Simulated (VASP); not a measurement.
# HfN (P6_3/mmc) in VASP: further runs, part 2 of 2

VASP 6.6.1. The steps go on from the part before.

### 3 Single point, PBEsol (uniaxial strain along c: -6.0 %)

File INCAR:

```
PREC = Accurate
ENCUT = 520
EDIFF = 1E-7
ISMEAR = 0
SIGMA = 0.1
LREAL = False
LASPH = True
NELM = 80
ALGO = Normal
ISIF = 2
LWAVE = False
LCHARG = False
GGA = PS
NBANDS = 23
```

File KPOINTS:

```
regular mesh
0
Gamma
  18 18 10
```

File POSCAR:

```
HfN
1.0
    3.1746228928      0.0000000000      0.0000000000
   -1.5873114464      2.7493040726      0.0000000000
    0.0000000000      0.0000000000      5.0674797414
Hf N
2 2
Direct
    0.6666666666      0.3333333334      0.7500000000
    0.3333333334      0.6666666666      0.2500000000
    0.0000000000      0.0000000000      0.0000000000
    0.0000000000      0.0000000000      0.5000000000
```

Potentials or basis: VASP PAW PBE potentials, release 64 (Hf_pv, N).

The run is started by

```bash
$ cat potpaw_PBE.64/Hf_pv/POTCAR potpaw_PBE.64/N/POTCAR > POTCAR
$ mpirun -np 1 vasp_std > vasp.out
```

OUTCAR:

```text
PREC = Accurate
   ENCUT = 520
   EDIFF = 1E-7
   ISMEAR = 0
   LREAL = False
   LASPH = True
   NELM = 80
   ISIF = 2
   GGA = PS

 ion  position               nearest neighbor table
   1  0.667  0.333  0.750-   3 2.23   4 2.23   3 2.23   4 2.23   3 2.23   4 2.23   2 3.13   2 3.13
                             2 3.13   2 3.13   2 3.13   2 3.13
   2  0.333  0.667  0.250-   3 2.23   4 2.23   3 2.23   4 2.23   3 2.23   4 2.23   1 3.13   1 3.13
                             1 3.13   1 3.13   1 3.13   1 3.13
   3  0.000  0.000  0.000-   2 2.23   1 2.23   1 2.23   2 2.23   1 2.23   2 2.23
   4  0.000  0.000  0.500-   2 2.23   1 2.23   1 2.23   2 2.23   1 2.23   2 2.23

  LATTYP: Found a hexagonal cell.
 ALAT       =     3.1746228928
 C/A-ratio  =     1.5962462039

  Lattice vectors:

 A1 = (   3.1746228928,   0.0000000000,   0.0000000000)
 A2 = (  -1.5873114464,   2.7493040726,   0.0000000000)
 A3 = (   0.0000000000,   0.0000000000,   5.0674797414)

Analysis of symmetry for initial positions (statically):
=====================================================================
 Subroutine PRICEL returns:
 Original cell was already a primitive cell.
[... 171 lines left out ...]
  ext. energy  EPLUGINS =         0.00000000
  ---------------------------------------------------
  free energy    TOTEN  =       -45.58278886 eV

  energy without entropy =      -45.58072187  energy(sigma->0) =      -45.58175536

 E-fermi :   8.1699     XC(G=0): -13.1166

 val. band max:        8.1689792398   @ k =   0.2778   0.2778   0.5000
 cond. band min:       8.2346075639   @ k =   0.3333   0.3333   0.3000
 fundamental gap:      0.0656283242
 Fermi energy:         8.1698775001

 k-point     1 :       0.0000    0.0000    0.0000
  band No.  band energies     occupation
      1     -23.5691      2.00000
      2     -22.4761      2.00000
      3     -22.4761      2.00000
      4     -22.4053      2.00000
      5     -22.3627      2.00000
      6     -22.3627      2.00000
[... 613 lines left out ...]
     22      14.3866      0.00000
     23      15.3820      0.00000

 [... further k-points ...]
[... 5 lines left out ...]
  --------------------------------------------------------------------------------------
  -------------------------------------------------------------------------------------
  Total       -1.2914882     -1.2914882      9.1621547      0.0000000      0.0000000      0.0000000
  in kB      -46.7836495    -46.7836495    331.8954242      0.0000000      0.0000000      0.0000000
  external PRESSURE =      79.4427084 kB  Pullay stress =       0.0000000 kB

 VOLUME and BASIS-vectors are now :
 -----------------------------------------------------------------------------
  energy-cutoff  :      520.00
  volume of cell :       44.23
      direct lattice vectors                 reciprocal lattice vectors
     3.174622893  0.000000000  0.000000000     0.314998043  0.181864205  0.000000000
    -1.587311446  2.749304073  0.000000000     0.000000000  0.363728410  0.000000000
     0.000000000  0.000000000  5.067479741     0.000000000  0.000000000  0.197336753

 POSITION                                       TOTAL-FORCE (eV/Angst)
 -----------------------------------------------------------------------------------
      1.58731      0.91643      3.80061        -0.000000     -0.000000      0.000000
      0.00000      1.83287      1.26687         0.000000      0.000000      0.000000
      0.00000      0.00000      0.00000        -0.000000      0.000000      0.000000
      0.00000      0.00000      2.53374        -0.000000      0.000000      0.000000
 -----------------------------------------------------------------------------------
    total drift:                               -0.000000      0.000000     -0.000000

  FREE ENERGIE OF THE ION-ELECTRON SYSTEM (eV)
  ---------------------------------------------------
  free  energy   TOTEN  =       -45.5827888582 eV

  energy  without entropy=      -45.5807218674  energy(sigma->0) =      -45.58175536
```

stdout:

```text
POSCAR found type information on POSCAR HfN
 POSCAR found :  2 types and       4 ions
 scaLAPACK will be used
 -----------------------------------------------------------------------------
|                                                                             |
|                                                                             |
|     You enforced a specific xc type in the INCAR file but a different       |
|     I HOPE YOU KNOW WHAT YOU ARE DOING!                                     |
|                                                                             |
 -----------------------------------------------------------------------------

 LDA part: xc-table for (Slater+PW92), standard interpolation
 POSCAR, INCAR and KPOINTS ok, starting setup
 FFT: planning ... GRIDC
 FFT: planning ... GRID_SOFT
 FFT: planning ... GRID
 WAVECAR not read
 entering main loop
```

Run time: 62 s. Hardware: 1 thread of Intel Xeon 6975P-C (Granite Rapids), shared host; peak memory 0.31 GiB.

Results:

```yaml
Free_energy: -45.5828 eV
Pressure: 7.9 GPa
Band_gap_on_the_k_mesh: zero (band 15 reaches 10.40 eV, above the bottom of band 16 at 7.71 eV)
```

Stress tensor (GPa, compression positive):
```
-4.68  0.00  0.00
 0.00 -4.68  0.00
 0.00  0.00 33.19
```

Caveat: the cell differs from its parent crystal (uniaxial strain along c: -6.0 %); the PAW data sets were made with another functional, which shifts forces and pressure a little; spin-orbit coupling is left out, which moves the levels of the heavy elements.
